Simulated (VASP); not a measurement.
NiO:

```xyz
4
Lattice="0.0000 2.0859 -2.0859 0.0000 2.0859 2.0859 4.1718 0.0000 0.0000" Properties=species:S:1:pos:R:3 pbc="T T T"
Ni    0.0000    0.0000    0.0000
Ni    2.0859    2.0859    0.0000
O     2.0859    2.0859    2.0859
O     4.1718    4.1718    2.0859
```

```yaml
Program: VASP 6.6.1
Task: relaxation of cell and atoms
Functional: PBE
Potentials_or_basis: VASP PAW PBE potentials, release 64 (Ni, O)
Cutoff: 600 eV
k_mesh: 6 × 6 × 6
Occupations: gaussian, width 0.1 eV
Spin: collinear spin, antiferromagnetic start
Starting_moments: "[1.86, -1.86, 0.0, 0.0] μB"
Hubbard_terms: Ni d U = 4.2 eV
```

At the start: pressure 5.5 GPa; volume 9.08 Å³/atom.

Where does the relaxation end?

Over 3 steps the energy falls by 4.3 meV/atom and the volume is 9.33 Å³/atom (+2.9 %); space group Fm-3m (No. 225, to 0.1 Å) before and after; moment 0.00 μB per cell.

The path:
```tsv
step	energy change (eV)	largest force (eV/Å)	pressure (GPa)	volume (Å³)
1	0.0000	0.0000	5.48	36.30
2	-0.0116	0.0000	-2.87	37.96
3	-0.0173	0.0000	-0.02	37.34
```

Final structure:
```
CELL_PARAMETERS angstrom
0.00000 2.10563 -2.10563
0.00000 2.10563 2.10563
4.21085 0.00000 0.00000
ATOMIC_POSITIONS crystal
Ni 0.00000 0.00000 0.00000
Ni 0.50000 0.50000 0.50000
O 0.00000 0.00000 0.50000
O 0.50000 0.50000 0.00000
```
